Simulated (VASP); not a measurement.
Ru: electric field gradients with PBE

The system is Ru.

```
Ru
1.0
     2.72372    0.00000    0.00000
    -1.36186    2.35881    0.00000
     0.00000    0.00000    4.31026
Ru
2
Direct
  0.33333 0.66667 0.25000
  0.66667 0.33333 0.75000
```

This cell differs from its parent crystal: volume scaled by 1.02.

```
Program                : VASP 6.6.1
Task                   : electric field gradients
Functional             : PBE
Potentials or basis    : VASP PAW PBE potentials, release 64 (Ru_pv)
Cutoff                 : 520 eV
k mesh                 : 14 × 14 × 8
Occupations            : fermi-dirac, width 0.03 eV
Spin                   : no spin polarisation
Dipole correction      : no
Further INCAR settings : ALGO = Normal; EDIFF = 1e-08; NBANDS = 21
```

- Pressure: -1.9 GPa
- Band gap on the k mesh: zero (band 14 reaches 14.05 eV, above the bottom of band 15 at 11.02 eV)

Stress tensor (GPa, compression positive):
```
-1.22  0.00  0.00
 0.00 -1.22  0.00
 0.00  0.00 -3.14
```

Levels at points of the mesh, in eV from the Fermi level:
```tsv
k point	band 10	band 11	band 12	band 13	band 14	band 15	band 16	band 17	band 18	band 19
(0.00, 0.00, 0.00)	-2.50	-2.34	-1.84	-1.84	-1.34	-1.34	1.16	1.16	1.29	10.08
(0.50, 0.00, 0.00)	-2.91	-2.01	-1.74	-1.47	1.40	1.80	1.86	3.97	6.00	10.45
(0.00, 0.00, 0.50)	-2.66	-2.66	-2.66	-2.64	-2.64	0.54	0.54	0.54	0.54	10.46
(0.50, 0.00, 0.50)	-4.38	-1.01	-1.01	0.45	0.45	1.64	1.64	3.33	3.33	10.33
```

Electric field gradients, principal values (V/Å²):
```
atom  least  middle  greatest (by size)
1 Ru  6.189   6.195             -12.384
2 Ru  6.189   6.195             -12.384
```

Run time: 26 s on 1 thread of Intel(R) Xeon(R) 6975P-C (Granite Rapids) (shared host), peak memory 0.17 GiB.

Caveat: without QUAD_EFG the Cq values of the log hold for a quadrupole moment of 1 mb, not for the nuclei.
